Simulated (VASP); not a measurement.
Input of a VASP 6.6.1 run:

INCAR

```
ALGO = Normal
EDIFF = 1E-7
ENCUT = 520
GGA = PE
ISIF = 2
ISMEAR = 0
ISPIN = 2
LASPH = T
LCHARG = T
LELF = T
LMAXMIX = 4
LORBIT = 11
LREAL = F
LVHAR = T
LWAVE = F
MAGMOM = 1.49 -1.49 0 0
NBANDS = 28
NELM = 150
PREC = Accurate
SIGMA = 0.05
```

Contents of KPOINTS:

```
k-points
0
Gamma
  12 12 8
```

Contents of POSCAR:

```
NiO
1.0
    2.9917651287      0.0000000000      0.0000000000
   -1.4958825644      2.5909446036      0.0000000000
    0.0000000000      0.0000000000      5.1283594599
Ni O
2 2
Direct
    0.0000000000      0.0000000000      0.0000000000
    0.0000000000      0.0000000000      0.5000000000
    0.3333333333      0.6666666667      0.2500001226
    0.6666666667      0.3333333333      0.7499998774
```

Potentials or basis: VASP PAW PBE potentials, release 64 (Ni, O).

Command:

```sh
$ cat potpaw_PBE.64/Ni/POTCAR potpaw_PBE.64/O/POTCAR > POTCAR
$ mpirun -np 1 vasp_std > vasp.out
```

(1) What does it give for the band gap on the k mesh?

(2) Estimate the site moments.

Results:

(1) 0.71 eV (least direct gap 0.83 eV).

(2) Ni +1.35, -1.35; O +0.00 μB.

Caveat: the cell stands under tension.
